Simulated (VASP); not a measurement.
Wanted: the native input for a VASP 6.6.1 run.

* Task: single point
* Functional: PBE
* Potentials or basis: VASP PAW PBE potentials, release 64 (H)
* Cutoff: 520 eV
* k mesh: 4 × 4 × 4
* Occupations: gaussian, width 0.05 eV
* Spin: no spin polarisation
* Dipole correction: no
* Further INCAR settings: LREAL = Auto; ALGO = Normal; EDIFF = 1e-07; NBANDS = 20

The structure of H (a cell with a defect) lies in POSCAR:

```
H
1.0
   -3.7097337092     -3.7097337092      4.5711314382
   -3.7097337092      3.7097337092     -4.5711314382
    3.7097337092     -3.7097337092     -4.5711314382
H
15
Direct
   -0.1807221142     -0.0670337329     -0.0670337329
    0.5000000000      0.6136883813     -0.0670337329
    0.0000000000      0.5594006583      0.0594006583
    0.5000000000     -0.0670337329      0.6136883813
    0.0000000000      0.0594006583      0.5594006583
    0.5000000000      0.4989600243      0.4989600243
    0.1807221142      0.6136883813      0.6136883813
    0.5000000000      0.4166793164      0.4166793164
    0.0347524103      0.5454072179      0.5454072179
    0.5000000000      1.0106548076      0.5454072179
    0.0000000000      0.9773107215      0.4773107215
    0.5000000000      0.5454072179      1.0106548076
    0.0000000000      0.4773107215      0.9773107215
    0.5000000000      0.7644501179      0.7644501179
   -0.0347524103      1.0106548076      1.0106548076
```

This cell differs from its parent crystal: atoms taken out, then relaxed in part.

These files were run (other wordings do the same):

INCAR

```
SYSTEM = H
PREC = Accurate
ENCUT = 520
EDIFF = 1E-7
ISMEAR = 0
SIGMA = 0.05
LREAL = Auto
LASPH = .True.
NELM = 80
ALGO = Normal
ISIF = 2
LWAVE = .False.
LCHARG = .False.
GGA = PE
NBANDS = 20
```

KPOINTS

```
Automatic mesh
0
Gamma
  4 4 4
  0 0 0
```

Potentials or basis: VASP PAW PBE potentials, release 64 (H).

The run is started by

```console
$ cat potpaw_PBE.64/H/POTCAR > POTCAR
$ mpirun -np 1 vasp_std > vasp.out
```

Results of the run:

| Property | Result |
| --- | --- |
| Pressure | -0.2 GPa |
| Largest force | 0.013 eV/Å |
| Band gap on the k mesh | zero (an odd number of electrons rules out a gap without spin polarisation) |

Caveat: the cell differs from its parent crystal (atoms taken out, then relaxed in part).

Run time: 120 s on 1 thread of Intel(R) Xeon(R) Platinum 8259CL CPU @ 2.50GHz (Skylake/Cascade Lake), with other jobs on the host, peak memory 0.38 GiB.
